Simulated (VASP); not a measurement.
# KF (Carobbiite) (Fm-3m) in VASP: a series of runs

KF (Carobbiite) is run at these levels: r2SCAN; tasks: relaxation of the atoms.

All numbers are computed with VASP 6.6.1; they aren't measurements. Logs are shortened: lines on timing, memory, paths and dates and some standing lists are left out, and cuts for length are marked.

## Step 1: The cell of the first run

Symmetry: Fm-3m, No. 225, cubic system. The conventional cell has a = 5.282 Å, b = 5.282 Å, c = 5.282 Å, α = 90.00°, β = 90.00°, γ = 90.00°. K (site symmetry m-3m) has 6 F at 2.64 Å within 3.5 Å. Within 3.5 Å of F (site symmetry m-3m) lie 6 K at 2.64 Å.

## Step 2: Relaxation of the atoms, r2SCAN

File POSCAR:

```
KF
1.0
    0.0000000000      2.6412087400      2.6412087400
    2.6412087400      0.0000000000      2.6412087400
    2.6412087400      2.6412087400      0.0000000000
K F
1 1
Direct
    0.0000000000      0.0000000000      0.0000000000
    0.5000000000      0.5000000000      0.5000000000
```

File INCAR.step1:

```
SYSTEM = KF
PREC     = Accurate       ! precision mode
ENCUT    = 520            ! plane-wave cutoff, eV
ISMEAR   = -1             ! smearing method
SIGMA    = 0.02           ! smearing width, eV
LREAL    = .FALSE.        ! projectors in reciprocal space
LASPH    = .TRUE.         ! aspherical terms in the spheres
NELM     = 100            ! most SCF steps
GGA      = PE             ! functional
ALGO     = Normal         ! electronic algorithm
EDIFF    = 1E-4           ! SCF threshold, eV
LWAVE    = .TRUE.         ! write WAVECAR
LCHARG   = .FALSE.        ! write CHGCAR
```

File INCAR.step2:

```
SYSTEM = KF
PREC     = Accurate       ! precision mode
ENCUT    = 520            ! plane-wave cutoff, eV
EDIFF    = 1E-6           ! SCF threshold, eV
ISMEAR   = -1             ! smearing method
SIGMA    = 0.02           ! smearing width, eV
LREAL    = .FALSE.        ! projectors in reciprocal space
LASPH    = .TRUE.         ! aspherical terms in the spheres
NELM     = 100            ! most SCF steps
ALGO     = Normal         ! electronic algorithm
ISIF     = 2              ! what is computed and relaxed
LWAVE    = .FALSE.        ! write WAVECAR
LCHARG   = .FALSE.        ! write CHGCAR
METAGGA  = R2SCAN         ! meta-GGA
LMIXTAU  = .TRUE.       
IBRION   = 2              ! ionic algorithm
NSW      = 50             ! ionic steps
EDIFFG   = -0.01          ! ionic threshold
ISTART   = 1
```

File KPOINTS:

```
regular mesh
0
G
  10 10 10
  0 0 0
```

Potentials or basis: VASP PAW PBE potentials, release 64 (K_sv, F).

The run is started by

```sh
cat potpaw_PBE.64/K_sv/POTCAR potpaw_PBE.64/F/POTCAR > POTCAR
cp INCAR.step1 INCAR
mpirun -np 1 vasp_std > vasp.out
cp INCAR.step2 INCAR
mpirun -np 1 vasp_std > vasp.out
```

OUTCAR:

```text
SYSTEM = KF
   PREC = Accurate
   ENCUT = 520
   EDIFF = 1E-6
   ISMEAR = -1
   LREAL = .FALSE.
   LASPH = .TRUE.
   NELM = 100
   ISIF = 2
   METAGGA = R2SCAN
   IBRION = 2
   NSW = 50
   EDIFFG = -0.01
   ISTART = 1

 ion  position               nearest neighbor table
   1  0.000  0.000  0.000-   2 2.64   2 2.64   2 2.64   2 2.64   2 2.64   2 2.64
   2  0.500  0.500  0.500-   1 2.64   1 2.64   1 2.64   1 2.64   1 2.64   1 2.64

  LATTYP: Found a face centered cubic cell.
 ALAT       =     5.2824174800

  Lattice vectors:

 A1 = (   0.0000000000,   2.6412087400,   2.6412087400)
 A2 = (   2.6412087400,   0.0000000000,   2.6412087400)
 A3 = (   2.6412087400,   2.6412087400,   0.0000000000)

Analysis of symmetry for initial positions (statically):
=====================================================================
 Subroutine PRICEL returns:
 Original cell was already a primitive cell.

 Routine SETGRP: Setting up the symmetry group for a
 face centered cubic supercell.

 Subroutine GETGRP returns: Found 48 space group operations
 (whereof 48 operations were pure point group operations)
 out of a pool of 48 trial point group operations.

The static configuration has the point symmetry O_h .

Analysis of symmetry for dynamics (positions and initial velocities):
=====================================================================
 Subroutine PRICEL returns:
 Original cell was already a primitive cell.

 Routine SETGRP: Setting up the symmetry group for a
 face centered cubic supercell.

 Subroutine GETGRP returns: Found 48 space group operations
 (whereof 48 operations were pure point group operations)
 out of a pool of 48 trial point group operations.

The dynamic configuration has the point symmetry O_h .

 Subroutine INISYM returns: Found 48 space group operations
 (whereof 48 operations are pure point group operations),
 and found     1 'primitive' translations

----------------------------------------------------------------------------------------

                                     Primitive cell

  volume of cell :      36.8501

  direct lattice vectors                    reciprocal lattice vectors
     0.000000000  2.641208740  2.641208740    -0.189307264  0.189307264  0.189307264
     2.641208740  0.000000000  2.641208740     0.189307264 -0.189307264  0.189307264
     2.641208740  2.641208740  0.000000000     0.189307264  0.189307264 -0.189307264

  length of vectors
     3.735233221  3.735233221  3.735233221     0.327889799  0.327889799  0.327889799

  position of ions in fractional coordinates (direct lattice)
     0.000000000  0.000000000  0.000000000
     0.500000000  0.500000000  0.500000000

  ion indices of the primitive-cell ions
   primitive index   ion index
                 1           1
                 2           2

----------------------------------------------------------------------------------------

 KPOINTS: regular mesh

Automatic generation of k-mesh.
 Grid dimensions read from file:
 generate k-points for:   10   10   10

 Generating k-lattice:

  Cartesian coordinates                     Fractional coordinates (reciprocal lattice)
    -0.018930726  0.018930726  0.018930726     0.100000000  0.000000000  0.000000000
     0.018930726 -0.018930726  0.018930726     0.000000000  0.100000000  0.000000000
     0.018930726  0.018930726 -0.018930726     0.000000000  0.000000000  0.100000000

  Length of vectors
     0.032788980  0.032788980  0.032788980

  Shift w.r.t. Gamma in fractional coordinates (k-lattice)
     0.000000000  0.000000000  0.000000000

 Subroutine IBZKPT returns following result:
 ===========================================

 Found     47 irreducible k-points:

 Following reciprocal coordinates:
            Coordinates               Weight
  0.000000  0.000000  0.000000      1.000000
  0.100000  0.000000  0.000000      8.000000
  0.200000  0.000000  0.000000      8.000000
  0.300000  0.000000  0.000000      8.000000
  0.400000  0.000000  0.000000      8.000000
  0.500000  0.000000  0.000000      4.000000
[... 16 lines left out ...]
  0.300000  0.300000  0.000000      6.000000
  0.400000  0.300000  0.000000     24.000000
 [... further k-points ...]
   k-points           NKPTS =     47   k-points in BZ     NKDIM =     47   number of bands    NBANDS=     12
   number of dos      NEDOS =    301   number of ions     NIONS =      2
   total plane-waves  NPLWV =  21952
   dimension x,y,z NGX =    28 NGY =   28 NGZ =   28
   dimension x,y,z NGXF=    56 NGYF=   56 NGZF=   56
   ions per type =               1   1
   NGX,Y,Z   is equivalent  to a cutoff of  12.46, 12.46, 12.46 a.u.
   NGXF,Y,Z  is equivalent  to a cutoff of  24.92, 24.92, 24.92 a.u.
 SYSTEM =  KF
   PREC   = accura    normal or accurate (medium, high low for compatibility)
   ISTART =      1    job   : 0-new  1-cont  2-samecut
   ICHARG =      0    charge: 1-file 2-atom 10-const
   ISPIN  =      1    spin polarized calculation?
   LNONCOLLINEAR =      F non collinear calculations
   LSORBIT =      F    spin-orbit coupling
   LASPH  =      T    aspherical Exc in radial PAW
   ENCUT  =  520.0 eV  38.22 Ry    6.18 a.u.   6.95  6.95  6.95*2*pi/ulx,y,z
   NELM   =    100;   NELMIN=  2; NELMDL=  0     # of ELM steps
   EDIFF  = 0.1E-05   stopping-criterion for ELM
   LREAL  =      F    real-space projection
   EDIFFG = -.1E-01   stopping-criterion for IOM
   NSW    =     50    number of steps for IOM
   IBRION =      2    ionic relax: 0-MD 1-quasi-New 2-CG
   NFREE  =      1    steps in history (QN), initial steepest desc. (CG)
   ISIF   =      2    stress and relaxation
   ISYM   =      2    0-nonsym 1-usesym 2-fastsym
   POTIM  = 0.5000    time-step for ionic-motion
   TEBEG  =    0.0;   TEEND  =   0.0 temperature during run
   PSTRESS=    0.0 pullay stress
   NELECT =      16.0000    total number of electrons
   NUPDOWN=      -1.0000    fix difference up-down
   EMIN   =  10.00;   EMAX   =-10.00  energy-range for DOS
   EFERMI =   0.00;   METHOD = LEGACY
   ISMEAR =    -1;   SIGMA  =   0.02  broadening in eV -4-tet -1-fermi 0-gaus
   EFERMI_NEDOS =   21; number of points for ismear=-14 and -15
   IALGO  =     38    algorithm
   IMIX   =      4    mixing-type and parameters
     AMIX     =   0.40;   BMIX     =  1.00
     AMIX_MAG =   1.60;   BMIX_MAG =  1.00
  volume/ion in A,a.u.               =      18.43       124.34
  Fermi-wavevector in a.u.,A,eV,Ry     =   1.239659  2.342615 20.908800  1.536753
  Thomas-Fermi vector in A             =   2.374132
   LORBIT       =      0    0 simple, 1 ext, 2 COOP (PROOUT), +10 PAW based schemes
   METAGGA = R2SCAN    functional components
   LHFCALC =     F    Hartree Fock is set to
   AEXX    =    0.0000 exact exchange contribution
   IVDW    =     0    specifies the selected vdW correction
   LEPSILON=     F    determine dielectric tensor
   LRPA    =     F    only Hartree local field effects (RPA)
 conjugate gradient relaxation of ions
 non-spin polarized calculation
  energy-cutoff  :      520.00
  volume of cell :       36.85
 maximum number of plane-waves:      1006
   NGX = 13   NGY = 13   NGZ = 13

 number of electron      16.0000016 magnetization

 Free energy of the ion-electron system (eV)
  ---------------------------------------------------
  ext. energy  EPLUGINS =         0.00000000
  ---------------------------------------------------
  free energy    TOTEN  =       -14.97029925 eV

  energy without entropy =      -14.97029925  energy(sigma->0) =      -14.97029925

 E-fermi :  -2.7562     XC(G=0):  -9.0738

 val. band max:       -3.2579871634   @ k =   0.0000   0.0000   0.0000
 cond. band min:       3.7603779116   @ k =   0.0000   0.0000   0.0000
 fundamental gap:      7.0183650749
 Fermi energy:        -2.7561932182

 k-point     1 :       0.0000    0.0000    0.0000
  band No.  band energies     occupation
      1     -30.2859      2.00000
      2     -23.0651      2.00000
      3     -12.7446      2.00000
      4     -12.7446      2.00000
      5     -12.7446      2.00000
      6      -3.2580      2.00000
      7      -3.2580      2.00000
      8      -3.2580      2.00000
      9       3.7604      0.00000
     10       8.2887      0.00000
     11       8.2887      0.00000
     12       8.2887      0.00000

 k-point     2 :       0.1000    0.0000    0.0000
  band No.  band energies     occupation
      1     -30.2753      2.00000
      2     -23.0750      2.00000
      3     -12.7731      2.00000
      4     -12.7482      2.00000
      5     -12.7482      2.00000
      6      -3.3502      2.00000
      7      -3.2942      2.00000
      8      -3.2942      2.00000
      9       4.0503      0.00000
     10       8.0807      0.00000
     11       8.4343      0.00000
     12       8.4343      0.00000

 k-point     3 :       0.2000    0.0000    0.0000
  band No.  band energies     occupation
      1     -30.2476      2.00000
      2     -23.1014      2.00000
      3     -12.8474      2.00000
      4     -12.7575      2.00000
      5     -12.7575      2.00000
      6      -3.5716      2.00000
      7      -3.3875      2.00000
      8      -3.3875      2.00000
      9       4.8213      0.00000
     10       7.7167      0.00000
     11       8.8278      0.00000
     12       8.8278      0.00000
[... 286 lines left out ...]
 k-point    23 :       0.3000    0.3000    0.0000
  band No.  band energies     occupation
      1     -30.1948      2.00000
      2     -23.1107      2.00000
      3     -13.0244      2.00000
      4     -12.8961      2.00000
      5     -12.8961      2.00000
      6      -3.7326      2.00000
      7      -3.3057      2.00000
      8      -3.3057      2.00000
      9       6.2173      0.00000
     10       6.2478      0.00000
     11      10.3355      0.00000
     12      10.4368      0.00000

 k-point    24 :       0.4000    0.3000    0.0000
  band No.  band energies     occupation
      1     -30.1748      2.00000
      2     -23.1136      2.00000
      3     -13.1368      2.00000
      4     -12.9308      2.00000
      5     -12.9179      2.00000
      6      -3.6629      2.00000
      7      -3.3583      2.00000
      8      -3.3368      2.00000
      9       6.0581      0.00000
     10       6.9744      0.00000
     11       9.8774      0.00000
     12      10.8148      0.00000

 [... further k-points ...]
[... 5 lines left out ...]
  --------------------------------------------------------------------------------------
  -------------------------------------------------------------------------------------
  Total        0.1677980      0.1677980      0.1677980     -0.0000000      0.0000000     -0.0000000
  in kB        7.2955694      7.2955694      7.2955694     -0.0000000      0.0000000     -0.0000000
  external PRESSURE =       7.2955694 kB  Pullay stress =       0.0000000 kB

 VOLUME and BASIS-vectors are now :
 -----------------------------------------------------------------------------
  energy-cutoff  :      520.00
  volume of cell :       36.85
      direct lattice vectors                 reciprocal lattice vectors
     0.000000000  2.641208740  2.641208740    -0.189307264  0.189307264  0.189307264
     2.641208740  0.000000000  2.641208740     0.189307264 -0.189307264  0.189307264
     2.641208740  2.641208740  0.000000000     0.189307264  0.189307264 -0.189307264

 POSITION                                       TOTAL-FORCE (eV/Angst)
 -----------------------------------------------------------------------------------
      0.00000      0.00000      0.00000         0.000000     -0.000000     -0.000000
      2.64121      2.64121      2.64121        -0.000000      0.000000      0.000000
 -----------------------------------------------------------------------------------
    total drift:                                0.000000      0.000000      0.000000

  FREE ENERGIE OF THE ION-ELECTRON SYSTEM (eV)
  ---------------------------------------------------
  free  energy   TOTEN  =       -14.9702992466 eV

  energy  without entropy=      -14.9702992466  energy(sigma->0) =      -14.97029925

 reached required accuracy - stopping structural energy minimisation
```

Run time: 2.7 min. Hardware: 1 thread of Oxide Virtual Turin-like, shared host; peak memory 0.14 GiB.

What came out:

| Property | Result |
| --- | --- |
| Free energy | -14.9703 eV |
| Pressure after relaxing | 0.7 GPa |
| Band gap on the k mesh | 7.02 eV, direct |

Final structure:
```
CELL_PARAMETERS angstrom
0.00000 2.64121 2.64121
2.64121 0.00000 2.64121
2.64121 2.64121 0.00000
ATOMIC_POSITIONS crystal
K 0.00000 0.00000 0.00000
F 0.50000 0.50000 0.50000
```

Levels at points of the mesh, in eV from the valence-band top:
```
           k point  band 6  band 7  band 8  band 9  band 10  band 11
(0.00, 0.00, 0.00)    0.00    0.00    0.00    7.02    11.55    11.55
(0.50, 0.00, 0.00)   -0.80   -0.36   -0.36    9.82    11.51    13.09
(0.50, 0.50, 0.00)   -0.18   -0.04   -0.04    8.79    11.42    12.71
```

Caveat: the relaxation stopped at its first step, so nothing moved; the PAW data sets were made with another functional, which shifts forces and pressure a little.

## Step 3: Relaxation of the atoms, r2SCAN

This run uses another cell than the first one, of 18.80 Å³/atom, 1.020 times its volume.

File POSCAR:

```
KF
1.0
    0.0000000000      2.6590552800      2.6590552800
    2.6590552800      0.0000000000      2.6590552800
    2.6590552800      2.6590552800      0.0000000000
K F
1 1
Direct
    0.0000000000      0.0000000000      0.0000000000
    0.5000000000      0.5000000000      0.5000000000
```

File INCAR.step1:

```
PREC = Accurate ; ENCUT = 520
ISMEAR = -1 ; SIGMA = 0.02
LREAL = False ; LASPH = True
NELM = 60 ; GGA = PE
ALGO = Normal ; EDIFF = 1E-4
LWAVE = True ; LCHARG = False
```

File INCAR.step2:

```
PREC = Accurate ; ENCUT = 520
EDIFF = 1E-6 ; ISMEAR = -1
SIGMA = 0.02 ; LREAL = False
LASPH = True ; NELM = 60
ALGO = Normal ; ISIF = 2
LWAVE = False ; LCHARG = False
METAGGA = R2SCAN ; LMIXTAU = True
IBRION = 2 ; NSW = 50
EDIFFG = -0.01 ; ISTART = 1
```

File KPOINTS:

```
Automatic mesh
0
Gamma
  10 10 10
```

Potentials or basis: VASP PAW PBE potentials, release 64 (K_sv, F).

The run is started by

```sh
cat potpaw_PBE.64/K_sv/POTCAR potpaw_PBE.64/F/POTCAR > POTCAR
cp INCAR.step1 INCAR
mpirun -np 1 vasp_std > vasp.out
cp INCAR.step2 INCAR
mpirun -np 1 vasp_std > vasp.out
```

Run time: 2.3 min. Hardware: 1 thread of Oxide Virtual Turin-like, shared host; peak memory 0.14 GiB.

It converged, with:

| Property | Result |
| --- | --- |
| Free energy | -14.9729 eV |
| Pressure after relaxing | 0.0 GPa |
| Band gap on the k mesh | 6.91 eV, direct |

Final structure:
```yaml
crystal:
  lattice:
    - [0.00000, 2.65906, 2.65906]
    - [2.65906, 0.00000, 2.65906]
    - [2.65906, 2.65906, 0.00000]
  atoms:
    - { symbol: K, position: [0.00000, 0.00000, 0.00000] }
    - { symbol: F, position: [0.50000, 0.50000, 0.50000] }
```

Levels at points of the mesh, in eV from the valence-band top:
| k point | band 4 | band 5 | band 6 | band 7 | band 8 | band 9 | band 10 | band 11 | band 12 |
| --- | --- | --- | --- | --- | --- | --- | --- | --- | --- |
| (0.00, 0.00, 0.00) | -9.56 | -9.56 | 0.00 | 0.00 | 0.00 | 6.91 | 11.49 | 11.49 | 11.49 |
| (0.50, 0.00, 0.00) | -9.59 | -9.59 | -0.78 | -0.35 | -0.35 | 9.74 | 11.36 | 12.99 | 12.99 |
| (0.50, 0.50, 0.00) | -9.78 | -9.78 | -0.20 | -0.05 | -0.05 | 8.78 | 11.31 | 12.54 | 14.71 |

Caveat: the relaxation stopped at its first step, so nothing moved; the PAW data sets were made with another functional, which shifts forces and pressure a little.
